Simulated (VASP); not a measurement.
A run of VASP 6.6.1:

INCAR

```
  ALGO = Normal
  EDIFF = 1E-8
  ENCUT = 520
  ISIF = 2
  ISMEAR = -1
  LASPH = True
  LCHARG = False
  LEFG = True
  LREAL = False
  LWAVE = False
  NBANDS = 28
  NELM = 80
  PREC = Accurate
  SIGMA = 0.05
```

File KPOINTS:

```
k-points
0
Gamma
  8 8 8
```

Contents of POSCAR:

```
BaTiO3
1.0
    4.0206133868      0.0000000000      0.0000000000
    0.0000000000      4.0206133868      0.0000000000
    0.0000000000      0.0000000000      4.0206133868
Ba Ti O
1 1 3
Direct
    0.5000000000      0.5000000000      0.5000000000
    0.0000000000      0.0000000000      0.0000000000
    0.5000000000      0.0000000000      0.0000000000
    0.0000000000      0.5000000000      0.0000000000
    0.0000000000      0.0000000000      0.5000000000
```

Potentials or basis: VASP PAW LDA potentials, release 64 (Ba_sv, Ti_sv, O).

The run is started by

```sh
$ cat potpaw_LDA.64/Ba_sv/POTCAR potpaw_LDA.64/Ti_sv/POTCAR potpaw_LDA.64/O/POTCAR > POTCAR
$ mpirun -np 1 vasp_std > vasp.out
```

Hardware: 1 thread of Intel(R) Xeon(R) Platinum 8488C (Sapphire Rapids), on a shared host.

How long does it take, and how much memory?

It took 65 s on 1 thread of Intel(R) Xeon(R) Platinum 8488C (Sapphire Rapids), with other jobs on the host, peak memory 0.19 GiB. Counts: scf iterations 17, k points 35.
